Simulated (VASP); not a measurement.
# AgI (P6_3mc) in VASP: a series of runs, part 2 of 2

VASP 6.6.1.

### Step 5. Single point, PBEsol

This run uses another cell than the first one, of 33.55 Å³/atom.

Contents of INCAR:

```
SYSTEM = AgI
PREC = Accurate
ENCUT = 500
EDIFF = 1E-6
ISMEAR = -1
SIGMA = 0.02
LREAL = .False.
LASPH = .True.
NELM = 120
ALGO = Normal
ISIF = 2
LWAVE = .False.
LCHARG = .False.
GGA = PS
NBANDS = 26
GGA_COMPAT = .False.
```

Contents of KPOINTS:

```
Automatic mesh
0
Gamma
  6 6 4
  0 0 0
```

Contents of POSCAR:

```
AgI
1.0
    4.5604674222      0.0000000000      0.0000000000
   -2.2802337111      3.9494806407      0.0000000000
    0.0000000000      0.0000000000      7.4511744029
Ag I
2 2
Direct
    0.3333333333      0.6666666667      0.0024182760
    0.6666666667      0.3333333333      0.5024182760
    0.3333333333      0.6666666667      0.3774817240
    0.6666666667      0.3333333333      0.8774817240
```

Potentials or basis: VASP PAW PBE potentials, release 64 (Ag, I).

Launch:

```bash
> cat potpaw_PBE.64/Ag/POTCAR potpaw_PBE.64/I/POTCAR > POTCAR
> mpirun -np 1 vasp_std > vasp.out
```

OUTCAR:

```text
SYSTEM = AgI
   PREC = Accurate
   ENCUT = 500
   EDIFF = 1E-6
   ISMEAR = -1
   LREAL = .False.
   LASPH = .True.
   NELM = 120
   ISIF = 2
   GGA = PS

 ion  position               nearest neighbor table
   1  0.333  0.667  0.002-   4 2.79   4 2.79   4 2.79   3 2.79
   2  0.667  0.333  0.502-   3 2.79   3 2.79   3 2.79   4 2.79
   3  0.333  0.667  0.377-   2 2.79   2 2.79   2 2.79   1 2.79
   4  0.667  0.333  0.877-   1 2.79   1 2.79   1 2.79   2 2.79

  LATTYP: Found a hexagonal cell.
 ALAT       =     4.5604674222
 C/A-ratio  =     1.6338619955

  Lattice vectors:

 A1 = (   4.5604674222,   0.0000000000,   0.0000000000)
 A2 = (  -2.2802337111,   3.9494806407,   0.0000000000)
 A3 = (   0.0000000000,   0.0000000000,   7.4511744029)

Analysis of symmetry for initial positions (statically):
=====================================================================
 Subroutine PRICEL returns:
 Original cell was already a primitive cell.

 Routine SETGRP: Setting up the symmetry group for a
 hexagonal supercell.

 Subroutine GETGRP returns: Found 12 space group operations
 (whereof  6 operations were pure point group operations)
 out of a pool of 24 trial point group operations.

The static configuration has the point symmetry C_3v.
 The point group associated with its full space group is C_6v.

Analysis of symmetry for dynamics (positions and initial velocities):
=====================================================================
 Subroutine PRICEL returns:
 Original cell was already a primitive cell.

 Routine SETGRP: Setting up the symmetry group for a
 hexagonal supercell.

 Subroutine GETGRP returns: Found 12 space group operations
 (whereof  6 operations were pure point group operations)
 out of a pool of 24 trial point group operations.

The dynamic configuration has the point symmetry C_3v.
 The point group associated with its full space group is C_6v.

 Subroutine INISYM returns: Found 12 space group operations
 (whereof  6 operations are pure point group operations),
 and found     1 'primitive' translations

----------------------------------------------------------------------------------------

                                     Primitive cell

  volume of cell :     134.2067

  direct lattice vectors                    reciprocal lattice vectors
     4.560467422  0.000000000  0.000000000     0.219275769  0.126598924  0.000000000
    -2.280233711  3.949480641  0.000000000     0.000000000  0.253197848  0.000000000
     0.000000000  0.000000000  7.451174403     0.000000000  0.000000000  0.134207032

  length of vectors
     4.560467422  4.560467422  7.451174403     0.253197848  0.253197848  0.134207032

  position of ions in fractional coordinates (direct lattice)
     0.333333333  0.666666667  0.002418276
     0.666666667  0.333333333  0.502418276
     0.333333333  0.666666667  0.377481724
     0.666666667  0.333333333  0.877481724

  ion indices of the primitive-cell ions
   primitive index   ion index
                 1           1
                 2           2
                 3           3
                 4           4

----------------------------------------------------------------------------------------

 KPOINTS: Automatic mesh

Automatic generation of k-mesh.
 Grid dimensions read from file:
 generate k-points for:    6    6    4

 Generating k-lattice:

  Cartesian coordinates                     Fractional coordinates (reciprocal lattice)
     0.036545961  0.021099821  0.000000000     0.166666667  0.000000000  0.000000000
     0.000000000  0.042199641  0.000000000     0.000000000  0.166666667  0.000000000
     0.000000000  0.000000000  0.033551758     0.000000000  0.000000000  0.250000000

  Length of vectors
     0.042199641  0.042199641  0.033551758

  Shift w.r.t. Gamma in fractional coordinates (k-lattice)
     0.000000000  0.000000000  0.000000000

 Subroutine IBZKPT returns following result:
 ===========================================

 Found     21 irreducible k-points:

 Following reciprocal coordinates:
            Coordinates               Weight
  0.000000  0.000000  0.000000      1.000000
  0.166667  0.000000  0.000000      6.000000
  0.333333  0.000000  0.000000      6.000000
  0.500000  0.000000  0.000000      3.000000
  0.166667  0.166667  0.000000      6.000000
  0.333333  0.166667  0.000000     12.000000
[... 13 lines left out ...]
  0.333333  0.166667  0.500000     12.000000
  0.333333  0.333333  0.500000      2.000000
   k-points           NKPTS =     21   k-points in BZ     NKDIM =     21   number of bands    NBANDS=     26
   number of dos      NEDOS =    301   number of ions     NIONS =      4
   total plane-waves  NPLWV =  69984
   dimension x,y,z NGX =    36 NGY =   36 NGZ =   54
   dimension x,y,z NGXF=    72 NGYF=   72 NGZF=  108
   ions per type =               2   2
   NGX,Y,Z   is equivalent  to a cutoff of  13.12, 13.12, 12.05 a.u.
   NGXF,Y,Z  is equivalent  to a cutoff of  26.25, 26.25, 24.10 a.u.
 SYSTEM =  AgI
   PREC   = accura    normal or accurate (medium, high low for compatibility)
   ISTART =      0    job   : 0-new  1-cont  2-samecut
   ICHARG =      2    charge: 1-file 2-atom 10-const
   ISPIN  =      1    spin polarized calculation?
   LNONCOLLINEAR =      F non collinear calculations
   LSORBIT =      F    spin-orbit coupling
   LASPH  =      T    aspherical Exc in radial PAW
   ENCUT  =  500.0 eV  36.75 Ry    6.06 a.u.   8.31  8.31 13.59*2*pi/ulx,y,z
   NELM   =    120;   NELMIN=  2; NELMDL= -5     # of ELM steps
   EDIFF  = 0.1E-05   stopping-criterion for ELM
   LREAL  =      F    real-space projection
   EDIFFG = 0.1E-04   stopping-criterion for IOM
   NSW    =      0    number of steps for IOM
   IBRION =     -1    ionic relax: 0-MD 1-quasi-New 2-CG
   NFREE  =      0    steps in history (QN), initial steepest desc. (CG)
   ISIF   =      2    stress and relaxation
   ISYM   =      2    0-nonsym 1-usesym 2-fastsym
   POTIM  = 0.5000    time-step for ionic-motion
   TEBEG  =    0.0;   TEEND  =   0.0 temperature during run
   PSTRESS=    0.0 pullay stress
   NELECT =      36.0000    total number of electrons
   NUPDOWN=      -1.0000    fix difference up-down
   EMIN   =  10.00;   EMAX   =-10.00  energy-range for DOS
   EFERMI =   0.00;   METHOD = LEGACY
   ISMEAR =    -1;   SIGMA  =   0.02  broadening in eV -4-tet -1-fermi 0-gaus
   EFERMI_NEDOS =   21; number of points for ismear=-14 and -15
   IALGO  =     38    algorithm
   IMIX   =      4    mixing-type and parameters
     AMIX     =   0.40;   BMIX     =  1.00
     AMIX_MAG =   1.60;   BMIX_MAG =  1.00
  volume/ion in A,a.u.               =      33.55       226.42
  Fermi-wavevector in a.u.,A,eV,Ry     =   1.055806  1.995185 15.166785  1.114727
  Thomas-Fermi vector in A             =   2.191019
   LORBIT       =      0    0 simple, 1 ext, 2 COOP (PROOUT), +10 PAW based schemes
   GGA     = PS    functional components
   LHFCALC =     F    Hartree Fock is set to
   AEXX    =    0.0000 exact exchange contribution
   IVDW    =     0    specifies the selected vdW correction
   LEPSILON=     F    determine dielectric tensor
   LRPA    =     F    only Hartree local field effects (RPA)
 non-spin polarized calculation
  energy-cutoff  :      500.00
  volume of cell :      134.21
 maximum number of plane-waves:      3424
 NGX is ok and might be reduce to    36
   NGX = 17   NGY = 17   NGZ = 27

 number of electron      36.0000000 magnetization

 Free energy of the ion-electron system (eV)
  ---------------------------------------------------
  ext. energy  EPLUGINS =         0.00000000
  ---------------------------------------------------
  free energy    TOTEN  =       -10.90834483 eV

  energy without entropy =      -10.90834483  energy(sigma->0) =      -10.90834483

 E-fermi :   3.6654     XC(G=0):  -8.7254

 val. band max:        3.2387350202   @ k =   0.0000   0.0000   0.0000
 cond. band min:       4.4718578627   @ k =   0.0000   0.0000   0.0000
 fundamental gap:      1.2331228425
 Fermi energy:         3.6654377941

 k-point     1 :       0.0000    0.0000    0.0000
  band No.  band energies     occupation
      1      -9.7279      2.00000
      2      -9.4139      2.00000
      3      -1.1070      2.00000
      4      -1.1055      2.00000
      5      -1.1055      2.00000
      6      -1.0879      2.00000
[... 598 lines left out ...]
     25      11.3229      0.00000
     26      11.3229      0.00000

------------------------ aborting loop because EDIFF is reached ----------------------------------------

  FORCE on cell =-STRESS in cart. coord.  units (eV):
  Direction    XX          YY          ZZ          XY          YZ          ZX
  --------------------------------------------------------------------------------------
  -------------------------------------------------------------------------------------
  Total       -0.0337146     -0.0337146     -0.0334330      0.0000000      0.0000000      0.0000000
  in kB       -0.4024892     -0.4024892     -0.3991272      0.0000000      0.0000000      0.0000000
  external PRESSURE =      -0.4013685 kB  Pullay stress =       0.0000000 kB

 VOLUME and BASIS-vectors are now :
 -----------------------------------------------------------------------------
  energy-cutoff  :      500.00
  volume of cell :      134.21
      direct lattice vectors                 reciprocal lattice vectors
     4.560467422  0.000000000  0.000000000     0.219275769  0.126598924  0.000000000
    -2.280233711  3.949480641  0.000000000     0.000000000  0.253197848  0.000000000
     0.000000000  0.000000000  7.451174403     0.000000000  0.000000000  0.134207032

 POSITION                                       TOTAL-FORCE (eV/Angst)
 -----------------------------------------------------------------------------------
     -0.00000      2.63299      0.01802         0.000000      0.000000     -0.000160
      2.28023      1.31649      3.74361         0.000000     -0.000000     -0.000160
     -0.00000      2.63299      2.81268        -0.000000      0.000000      0.000160
      2.28023      1.31649      6.53827        -0.000000     -0.000000      0.000160
 -----------------------------------------------------------------------------------
    total drift:                               -0.000000     -0.000000     -0.000191

  FREE ENERGIE OF THE ION-ELECTRON SYSTEM (eV)
  ---------------------------------------------------
  free  energy   TOTEN  =       -10.9083448335 eV

  energy  without entropy=      -10.9083448335  energy(sigma->0) =      -10.90834483
```

OSZICAR:

```text
N       E                     dE             d eps       ncg     rms          rms(c)
DAV:   1     0.198706594110E+03    0.19871E+03   -0.15500E+04  1092   0.116E+03
DAV:   2    -0.123772813227E+01   -0.19994E+03   -0.19251E+03  1232   0.234E+02
DAV:   3    -0.109888281323E+02   -0.97511E+01   -0.96920E+01  1296   0.516E+01
DAV:   4    -0.111664790316E+02   -0.17765E+00   -0.17755E+00  1402   0.683E+00
DAV:   5    -0.111676104197E+02   -0.11314E-02   -0.11314E-02  1254   0.636E-01    0.779E+00
DAV:   6    -0.109109068591E+02    0.25670E+00   -0.98511E-01  1124   0.105E+01    0.574E+00
DAV:   7    -0.109103174681E+02    0.58939E-03   -0.15129E-01  1144   0.175E+00    0.240E+00
DAV:   8    -0.109081433176E+02    0.21742E-02   -0.79220E-03  1176   0.798E-01    0.360E-01
DAV:   9    -0.109082230927E+02   -0.79775E-04   -0.19569E-03  1244   0.429E-01    0.604E-02
DAV:  10    -0.109082905790E+02   -0.67486E-04   -0.83586E-05  1170   0.773E-02    0.304E-02
DAV:  11    -0.109083444290E+02   -0.53850E-04   -0.76352E-05  1156   0.559E-02    0.217E-02
DAV:  12    -0.109083431332E+02    0.12958E-05   -0.11368E-05  1268   0.385E-02    0.723E-03
DAV:  13    -0.109083451369E+02   -0.20037E-05   -0.50217E-06  1132   0.986E-03    0.887E-03
DAV:  14    -0.109083448335E+02    0.30339E-06   -0.44462E-07   784   0.471E-03
   1 F= -.10908345E+02 E0= -.10908345E+02  d E =-.687723E-11
```

Wall time 95 s (1 thread of Intel Xeon Platinum 8375C at 2.90GHz (Ice Lake), shared host); peak memory 0.27 GiB.

Results:

* Free energy: -10.9083 eV
* Pressure: 0.0 GPa
* Band gap on the k mesh: 1.23 eV

Caveat: the PAW data sets were made with another functional, which shifts forces and pressure a little; spin-orbit coupling is left out, which moves the levels of the heavy elements.

### Step 6. Overview

| level | potentials or basis | cell | k mesh | cutoff (eV) | smearing | grid for exact exchange (PRECFOCK) | share of exact exchange | screening parameter | gap on the mesh (eV) | pressure (GPa) |
| --- | --- | --- | --- | --- | --- | --- | --- | --- | --- | --- |
| HSE06 | VASP PAW PBE potentials, release 64 (Ag, I) | a = 4.682, b = 4.682, c = 7.648 Å, angles 90.0, 90.0, 120.0°, 4 atoms | 6 × 6 × 2 | 400 | fermi-dirac 0.02 eV | Normal | 0.25 | 0.2079 1/Å | 2.51 | -0.2 |
| PBE0 | VASP PAW PBE potentials, release 64 (Ag, I) | a = 4.651, b = 4.651, c = 7.598 Å, angles 90.0, 90.0, 120.0°, 4 atoms | 6 × 6 × 2 | 400 | gaussian 0.01 eV | Normal | 0.25 | - | 3.18 | 0.2 |
| LDA | VASP PAW LDA potentials, release 64 (Ag, I) | a = 4.486, b = 4.486, c = 7.341 Å, angles 90.0, 90.0, 120.0°, 4 atoms | 6 × 6 × 4 | 500 | fermi-dirac 0.02 eV | - | - | - | 1.13 | 0.0 |
| PBEsol | VASP PAW PBE potentials, release 64 (Ag, I) | a = 4.560, b = 4.560, c = 7.451 Å, angles 90.0, 90.0, 120.0°, 4 atoms | 6 × 6 × 4 | 500 | fermi-dirac 0.02 eV | - | - | - | 1.23 | 0.0 |

Alike in all rows: task single point; no spin polarisation.

Caveats: spin-orbit coupling is left out, which moves the levels of the heavy elements; the PAW data sets were made with another functional, which shifts forces and pressure a little (at least some runs).

Absolute energies hang on the potentials; compare differences alone.
